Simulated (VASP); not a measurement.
# NaH (Fm-3m) in VASP: a series of runs

Aim: see how the results for NaH move with the level of theory and the settings. Levels: PBE, PBEsol, RPBE, r2SCAN+rVV10. Tasks: relaxation of cell and atoms.

Program: VASP 6.6.1. These are calculated values, not measurements. Logs are shortened: lines on timing, memory, paths and dates and some standing lists are left out, and cuts for length are marked.

### 1 The cell of the first run

It takes space group Fm-3m (No. 225, cubic). Conventional cell: a = 4.880 Å, b = 4.880 Å, c = 4.880 Å, α = 90.00°, β = 90.00°, γ = 90.00°. Na (site symmetry m-3m) has 6 H at 2.44 Å within 3.2 Å. Within 3.2 Å of H (site symmetry m-3m) lie 6 Na at 2.44 Å.

### 2 Relaxation of cell and atoms, PBE

The input, INCAR:

```
SYSTEM = NaH
PREC = Accurate
ENCUT = 600
EDIFF = 1E-7
ISMEAR = -1
SIGMA = 0.01
LREAL = .False.
LASPH = .True.
NELM = 80
ALGO = Normal
ISIF = 3
LWAVE = .False.
LCHARG = .False.
GGA = PE
IBRION = 2
NSW = 80
EDIFFG = -0.005
```

The input, KPOINTS:

```
regular mesh
0
Gamma
  8 8 8
  0 0 0
```

The input, POSCAR:

```
NaH
1.0
    0.0000000000      2.4400000000      2.4400000000
    2.4400000000      0.0000000000      2.4400000000
    2.4400000000      2.4400000000      0.0000000000
Na H
1 1
Direct
    0.0000000000      0.0000000000      0.0000000000
    0.5000000000      0.5000000000      0.5000000000
```

Potentials or basis: VASP PAW PBE potentials, release 64 (Na_pv, H).

Launch:

```console
$ cat potpaw_PBE.64/Na_pv/POTCAR potpaw_PBE.64/H/POTCAR > POTCAR
$ mpirun -np 1 vasp_std > vasp.out
```

OUTCAR:

```text
SYSTEM = NaH
   PREC = Accurate
   ENCUT = 600
   EDIFF = 1E-7
   ISMEAR = -1
   LREAL = .False.
   LASPH = .True.
   NELM = 80
   ISIF = 3
   GGA = PE
   IBRION = 2
   NSW = 80
   EDIFFG = -0.005

 ion  position               nearest neighbor table
   1  0.000  0.000  0.000-
   2  0.500  0.500  0.500-

  LATTYP: Found a face centered cubic cell.
 ALAT       =     4.8800000000

  Lattice vectors:

 A1 = (   0.0000000000,   2.4400000000,   2.4400000000)
 A2 = (   2.4400000000,   0.0000000000,   2.4400000000)
 A3 = (   2.4400000000,   2.4400000000,   0.0000000000)

Analysis of symmetry for initial positions (statically):
=====================================================================
 Subroutine PRICEL returns:
 Original cell was already a primitive cell.

 Routine SETGRP: Setting up the symmetry group for a
 face centered cubic supercell.

 Subroutine GETGRP returns: Found 48 space group operations
 (whereof 48 operations were pure point group operations)
 out of a pool of 48 trial point group operations.

The static configuration has the point symmetry O_h .

Analysis of symmetry for dynamics (positions and initial velocities):
=====================================================================
 Subroutine PRICEL returns:
 Original cell was already a primitive cell.

 Routine SETGRP: Setting up the symmetry group for a
 face centered cubic supercell.

 Subroutine GETGRP returns: Found 48 space group operations
 (whereof 48 operations were pure point group operations)
 out of a pool of 48 trial point group operations.

The dynamic configuration has the point symmetry O_h .

 Subroutine INISYM returns: Found 48 space group operations
 (whereof 48 operations are pure point group operations),
 and found     1 'primitive' translations

----------------------------------------------------------------------------------------

                                     Primitive cell

  volume of cell :      29.0536

  direct lattice vectors                    reciprocal lattice vectors
     0.000000000  2.440000000  2.440000000    -0.204918033  0.204918033  0.204918033
     2.440000000  0.000000000  2.440000000     0.204918033 -0.204918033  0.204918033
     2.440000000  2.440000000  0.000000000     0.204918033  0.204918033 -0.204918033

  length of vectors
     3.450681092  3.450681092  3.450681092     0.354928444  0.354928444  0.354928444

  position of ions in fractional coordinates (direct lattice)
     0.000000000  0.000000000  0.000000000
     0.500000000  0.500000000  0.500000000

  ion indices of the primitive-cell ions
   primitive index   ion index
                 1           1
                 2           2

----------------------------------------------------------------------------------------

 KPOINTS: regular mesh

Automatic generation of k-mesh.
 Grid dimensions read from file:
 generate k-points for:    8    8    8

 Generating k-lattice:

  Cartesian coordinates                     Fractional coordinates (reciprocal lattice)
    -0.025614754  0.025614754  0.025614754     0.125000000  0.000000000  0.000000000
     0.025614754 -0.025614754  0.025614754     0.000000000  0.125000000  0.000000000
     0.025614754  0.025614754 -0.025614754     0.000000000  0.000000000  0.125000000

  Length of vectors
     0.044366056  0.044366056  0.044366056

  Shift w.r.t. Gamma in fractional coordinates (k-lattice)
     0.000000000  0.000000000  0.000000000

 Subroutine IBZKPT returns following result:
 ===========================================

 Found     29 irreducible k-points:

 Following reciprocal coordinates:
            Coordinates               Weight
  0.000000  0.000000  0.000000      1.000000
  0.125000  0.000000  0.000000      8.000000
  0.250000  0.000000  0.000000      8.000000
  0.375000  0.000000  0.000000      8.000000
  0.500000  0.000000  0.000000      4.000000
  0.125000  0.125000  0.000000      6.000000
[... 16 lines left out ...]
  0.500000  0.250000  0.125000     48.000000
 -0.375000  0.250000  0.125000     24.000000
 [... further k-points ...]
   k-points           NKPTS =     29   k-points in BZ     NKDIM =     29   number of bands    NBANDS=      8
   number of dos      NEDOS =    301   number of ions     NIONS =      2
   total plane-waves  NPLWV =  21952
   dimension x,y,z NGX =    28 NGY =   28 NGZ =   28
   dimension x,y,z NGXF=    56 NGYF=   56 NGZF=   56
   ions per type =               1   1
   NGX,Y,Z   is equivalent  to a cutoff of  13.49, 13.49, 13.49 a.u.
   NGXF,Y,Z  is equivalent  to a cutoff of  26.98, 26.98, 26.98 a.u.
 SYSTEM =  NaH
   PREC   = accura    normal or accurate (medium, high low for compatibility)
   ISTART =      0    job   : 0-new  1-cont  2-samecut
   ICHARG =      2    charge: 1-file 2-atom 10-const
   ISPIN  =      1    spin polarized calculation?
   LNONCOLLINEAR =      F non collinear calculations
   LSORBIT =      F    spin-orbit coupling
   LASPH  =      T    aspherical Exc in radial PAW
   ENCUT  =  600.0 eV  44.10 Ry    6.64 a.u.   6.89  6.89  6.89*2*pi/ulx,y,z
   NELM   =     80;   NELMIN=  2; NELMDL= -5     # of ELM steps
   EDIFF  = 0.1E-06   stopping-criterion for ELM
   LREAL  =      F    real-space projection
   EDIFFG = -.5E-02   stopping-criterion for IOM
   NSW    =     80    number of steps for IOM
   IBRION =      2    ionic relax: 0-MD 1-quasi-New 2-CG
   NFREE  =      1    steps in history (QN), initial steepest desc. (CG)
   ISIF   =      3    stress and relaxation
   ISYM   =      2    0-nonsym 1-usesym 2-fastsym
   POTIM  = 0.5000    time-step for ionic-motion
   TEBEG  =    0.0;   TEEND  =   0.0 temperature during run
   PSTRESS=    0.0 pullay stress
   NELECT =       8.0000    total number of electrons
   NUPDOWN=      -1.0000    fix difference up-down
   EMIN   =  10.00;   EMAX   =-10.00  energy-range for DOS
   EFERMI =   0.00;   METHOD = LEGACY
   ISMEAR =    -1;   SIGMA  =   0.01  broadening in eV -4-tet -1-fermi 0-gaus
   EFERMI_NEDOS =   21; number of points for ismear=-14 and -15
   IALGO  =     38    algorithm
   IMIX   =      4    mixing-type and parameters
     AMIX     =   0.40;   BMIX     =  1.00
     AMIX_MAG =   1.60;   BMIX_MAG =  1.00
  volume/ion in A,a.u.               =      14.53        98.03
  Fermi-wavevector in a.u.,A,eV,Ry     =   1.065054  2.012660 15.433636  1.134340
  Thomas-Fermi vector in A             =   2.200593
   LORBIT       =      0    0 simple, 1 ext, 2 COOP (PROOUT), +10 PAW based schemes
   GGA     = PE    functional components
   LHFCALC =     F    Hartree Fock is set to
   AEXX    =    0.0000 exact exchange contribution
   IVDW    =     0    specifies the selected vdW correction
   LEPSILON=     F    determine dielectric tensor
   LRPA    =     F    only Hartree local field effects (RPA)
 conjugate gradient relaxation of ions
 non-spin polarized calculation
  energy-cutoff  :      600.00
  volume of cell :       29.05
 maximum number of plane-waves:       982
   NGX = 13   NGY = 13   NGZ = 13

--------------------------------------- Ionic step        1  -------------------------------------------

 number of electron       8.0000008 magnetization

 Free energy of the ion-electron system (eV)
  ---------------------------------------------------
  ext. energy  EPLUGINS =         0.00000000
  ---------------------------------------------------
  free energy    TOTEN  =        -5.08637155 eV

  energy without entropy =       -5.08637155  energy(sigma->0) =       -5.08637155

------------------------ aborting loop because EDIFF is reached ----------------------------------------

  FORCE on cell =-STRESS in cart. coord.  units (eV):
  Direction    XX          YY          ZZ          XY          YZ          ZX
  --------------------------------------------------------------------------------------
  -------------------------------------------------------------------------------------
  Total       -0.1169963     -0.1169963     -0.1169963      0.0000000     -0.0000000      0.0000000
  in kB       -6.4518327     -6.4518327     -6.4518327      0.0000000     -0.0000000      0.0000000
  external PRESSURE =      -6.4518327 kB  Pullay stress =       0.0000000 kB
[... 93 lines left out ...]
  energy  without entropy=       -5.0880677455  energy(sigma->0) =       -5.08806775

--------------------------------------- Ionic step        4  -------------------------------------------

 number of electron       7.9999999 magnetization

 Free energy of the ion-electron system (eV)
  ---------------------------------------------------
  ext. energy  EPLUGINS =         0.00000000
  ---------------------------------------------------
  free energy    TOTEN  =        -5.08809280 eV

  energy without entropy =       -5.08809280  energy(sigma->0) =       -5.08809280

 E-fermi :  -0.8980     XC(G=0):  -7.7690

 val. band max:       -1.1146473241   @ k =  -0.2500   0.5000   0.2500
 cond. band min:       2.6458402929   @ k =   0.5000   0.0000   0.0000
 fundamental gap:      3.7604876169
 Fermi energy:        -0.8980348444

 k-point     1 :       0.0000    0.0000    0.0000
  band No.  band energies     occupation
      1     -23.2172      2.00000
      2     -23.2172      2.00000
      3     -23.2172      2.00000
      4      -4.7314      2.00000
      5       9.3015      0.00000
      6      14.4870      0.00000
      7      14.4870      0.00000
      8      14.4870      0.00000
[... 243 lines left out ...]
 k-point    24 :      -0.3750    0.2500    0.1250
  band No.  band energies     occupation
      1     -23.2964      2.00000
      2     -23.2516      2.00000
      3     -23.2360      2.00000
      4      -1.5973      2.00000
      5       3.4296      0.00000
      6       6.7044      0.00000
      7       9.9013      0.00000
      8      13.8046      0.00000

 [... further k-points ...]
[... 5 lines left out ...]
  --------------------------------------------------------------------------------------
  -------------------------------------------------------------------------------------
  Total        0.0006954      0.0006954      0.0006954      0.0000000      0.0000000     -0.0000000
  in kB        0.0394810      0.0394810      0.0394810      0.0000000      0.0000000     -0.0000000
  external PRESSURE =       0.0394810 kB  Pullay stress =       0.0000000 kB
[... 17 lines left out ...]
  FREE ENERGIE OF THE ION-ELECTRON SYSTEM (eV)
  ---------------------------------------------------
  free  energy   TOTEN  =        -5.0880928022 eV

  energy  without entropy=       -5.0880928022  energy(sigma->0) =       -5.08809280

 reached required accuracy - stopping structural energy minimisation
```

Wall time 28 s (1 thread of AMD EPYC 7R43 (Zen 3), shared host); peak memory 0.12 GiB.

Results:

* Free energy: -5.0881 eV
* Relaxed volume: 14.11 Å³/atom
* Relaxed cell: a = 3.417 Å, b = 3.417 Å, c = 3.417 Å, α = 60.00°, β = 60.00°, γ = 60.00°
* Space group after relaxing (to 0.05 Å): Fm-3m (No. 225)
* Energy gained by relaxing: 0.9 meV/atom
* Ionic steps: 4
* Pressure after relaxing: 0.0 GPa
* Band gap on the k mesh: 3.76 eV, indirect (least direct gap 4.62 eV)

Step by step:
```tsv
step	energy change (eV)	largest force (eV/Å)	pressure (GPa)	volume (Å³)
1	0.0000	0.0000	-0.65	29.05
2	-0.0009	0.0000	-0.46	28.81
3	-0.0017	0.0000	-0.08	28.32
4	-0.0017	0.0000	0.00	28.22
```

Final structure:
```
Na H
1.0
     0.00000    2.41642    2.41642
     2.41642    0.00000    2.41642
     2.41642    2.41642    0.00000
Na H
1 1
Direct
  0.00000 0.00000 0.00000
  0.50000 0.50000 0.50000
```

Levels at points of the mesh, in eV from the valence-band top:
| k point | band 1 | band 2 | band 3 | band 4 | band 5 | band 6 | band 7 | band 8 |
| --- | --- | --- | --- | --- | --- | --- | --- | --- |
| (0.00, 0.00, 0.00) | -22.10 | -22.10 | -22.10 | -3.62 | 10.42 | 15.60 | 15.60 | 15.60 |
| (0.50, 0.00, 0.00) | -22.20 | -22.11 | -22.11 | -0.86 | 3.76 | 10.78 | 13.38 | 13.38 |
| (0.50, 0.50, 0.00) | -22.19 | -22.13 | -22.13 | -0.18 | 4.64 | 10.03 | 10.67 | 10.67 |

A k mesh can miss the band edges. PBE gaps usually lie below the measured ones, often by a third to a half.

### 3 Relaxation of cell and atoms, PBEsol

The input, INCAR:

```
SYSTEM = NaH
ALGO = Normal
EDIFF = 1E-6
EDIFFG = -0.005
ENCUT = 600
GGA = PS
IBRION = 2
ISIF = 3
ISMEAR = -1
LASPH = .TRUE.
LCHARG = .FALSE.
LREAL = .FALSE.
LWAVE = .FALSE.
NELM = 100
NSW = 80
PREC = Accurate
SIGMA = 0.01
```

The input, KPOINTS:

```
k-points
0
G
  8 8 8
  0 0 0
```

POSCAR is that of step 2.

Potentials or basis: VASP PAW PBE potentials, release 64 (Na_pv, H).

Launch:

```console
$ cat potpaw_PBE.64/Na_pv/POTCAR potpaw_PBE.64/H/POTCAR > POTCAR
$ mpirun -np 1 vasp_std > vasp.out
```

Wall time 22 s (1 thread of AMD EPYC 7R43 (Zen 3), shared host); peak memory 0.11 GiB.

The run converged. Its results:

```yaml
Free_energy: -5.0866 eV
Relaxed_volume: 13.76 Å³/atom
Relaxed_cell: a = 3.389 Å, b = 3.389 Å, c = 3.389 Å, α = 60.00°, β = 60.00°, γ = 60.00°
Space_group_after_relaxing_to_0.05_Å: Fm-3m (No. 225)
Energy_gained_by_relaxing: 2.9 meV/atom
Ionic_steps: 4
Pressure_after_relaxing: 0.0 GPa
Band_gap_on_the_k_mesh: 3.60 eV, indirect (least direct gap 4.51 eV)
```

Step by step:
| step | energy change (eV) | largest force (eV/Å) | pressure (GPa) | volume (Å³) |
| --- | --- | --- | --- | --- |
| 1 | 0.0000 | 0.0000 | -1.18 | 29.05 |
| 2 | -0.0029 | 0.0000 | -0.84 | 28.60 |
| 3 | -0.0056 | 0.0000 | -0.25 | 27.83 |
| 4 | -0.0058 | 0.0000 | 0.02 | 27.52 |

Final structure:
```
Na H
1.0
     0.00000    2.39620    2.39620
     2.39620    0.00000    2.39620
     2.39620    2.39620    0.00000
Na H
1 1
Direct
  0.00000 0.00000 0.00000
  0.50000 0.50000 0.50000
```

Levels at points of the mesh, in eV from the valence-band top:
| k point | band 1 | band 2 | band 3 | band 4 | band 5 | band 6 | band 7 | band 8 |
| --- | --- | --- | --- | --- | --- | --- | --- | --- |
| (0.00, 0.00, 0.00) | -21.96 | -21.96 | -21.96 | -3.80 | 10.63 | 15.58 | 15.58 | 15.58 |
| (0.50, 0.00, 0.00) | -22.06 | -21.97 | -21.97 | -0.91 | 3.60 | 10.80 | 13.38 | 13.38 |
| (0.50, 0.50, 0.00) | -22.05 | -21.99 | -21.99 | -0.19 | 4.46 | 9.87 | 10.65 | 10.65 |

Caveat: the PAW data sets were made with another functional, which shifts forces and pressure a little. A k mesh can miss the band edges.

(Part 1 of 2 ends here.)
